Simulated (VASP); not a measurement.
Wanted: the native input for a VASP 6.6.1 run.

| Item | Value |
| --- | --- |
| Task | single point |
| Functional | PBE |
| Potentials or basis | VASP PAW PBE potentials, release 64 (Fe, Co) |
| Cutoff | 600 eV |
| k mesh | 16 × 16 × 16 |
| Occupations | gaussian, width 0.05 eV |
| Spin | no spin polarisation |
| Dipole correction | no |
| Further INCAR settings | ALGO = Normal; EDIFF = 1e-06; NBANDS = 16 |

The structure of FeCo lies in POSCAR:

```
FeCo
1.0
    2.8455196141      0.0000000000      0.0000000000
    0.0000000000      2.8455196141      0.0000000000
    0.0000000000      0.0000000000      2.8455196141
Fe Co
1 1
Direct
    0.5000000000      0.5000000000      0.5000000000
    0.0000000000      0.0000000000      0.0000000000
```

One way to write it, as run:

INCAR

```
ALGO     = Normal         # electronic algorithm
EDIFF    = 1E-6           # SCF threshold, eV
ENCUT    = 600            # plane-wave cutoff, eV
GGA      = PE             # functional
GGA_COMPAT= False        
ISIF     = 2              # what is computed and relaxed
ISMEAR   = 0              # smearing method
LASPH    = True           # aspherical terms in the spheres
LCHARG   = True           # write CHGCAR
LELF     = True           # ELF
LREAL    = False          # projectors in reciprocal space
LVHAR    = True         
LWAVE    = False          # write WAVECAR
NBANDS   = 16             # bands
NELM     = 120            # most SCF steps
PREC     = Accurate       # precision mode
SIGMA    = 0.05           # smearing width, eV
```

KPOINTS

```
k-points
0
Gamma
  16 16 16
```

Potentials or basis: VASP PAW PBE potentials, release 64 (Fe, Co).

Launch:

```sh
$ cat potpaw_PBE.64/Fe/POTCAR potpaw_PBE.64/Co/POTCAR > POTCAR
$ mpirun -np 1 vasp_std > vasp.out
```

Results of the run:

```
Pressure               : -19.0 GPa
Band gap on the k mesh : zero (an odd number of electrons rules out a gap without spin polarisation)
```

Caveat: the cell stands under tension; the run has no spin polarisation, though such a crystal can be magnetic.

Run time: 46 s on 1 thread of Oxide Virtual Turin-like Processor (shared host), peak memory 0.17 GiB.
